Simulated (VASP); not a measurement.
A run of VASP 6.6.1 is set up as follows.

The input INCAR:

```
PREC = Accurate ; ENCUT = 520
EDIFF = 1E-7 ; ISMEAR = 0
SIGMA = 0.1 ; LREAL = F
LASPH = T ; NELM = 80
ALGO = Normal ; ISIF = 2
LWAVE = F ; LCHARG = F
GGA = PS ; NBANDS = 36
```

The input KPOINTS:

```
Automatic mesh
0
Gamma
  12 12 6
```

POSCAR

```
Ge
1.0
    3.9969482473      0.0000000000      0.0000000000
   -1.9984741237      3.4614587197      0.0000000000
    0.0000000000      0.0000000000      6.5963325278
Ge
4
Direct
    0.6666666667      0.3333333333      0.0629115358
    0.3333333333      0.6666666667      0.5629115358
    0.6666666667      0.3333333333      0.4370884642
    0.3333333333      0.6666666667      0.9370884642
```

Potentials or basis: VASP PAW PBE potentials, release 64 (Ge_d).

Command:

```console
$ cat potpaw_PBE.64/Ge_d/POTCAR > POTCAR
$ mpirun -np 1 vasp_std > vasp.out
```

Task: Estimate the band gap on the k mesh.

Result: Zero (band 28 reaches 4.81 eV, above the bottom of band 29 at 4.79 eV).

Task: What does it give for the largest force?

Result: 0.004 eV/Å.

Task: Predict the pressure.

Result: -0.1 GPa.

Forces in eV/Å, atoms in the order of the input:
```
Ge   0.000  0.000 -0.004
Ge   0.000  0.000 -0.004
Ge   0.000  0.000  0.004
Ge   0.000  0.000  0.004
```

Caveat: the PAW data sets were made with another functional, which shifts forces and pressure a little.
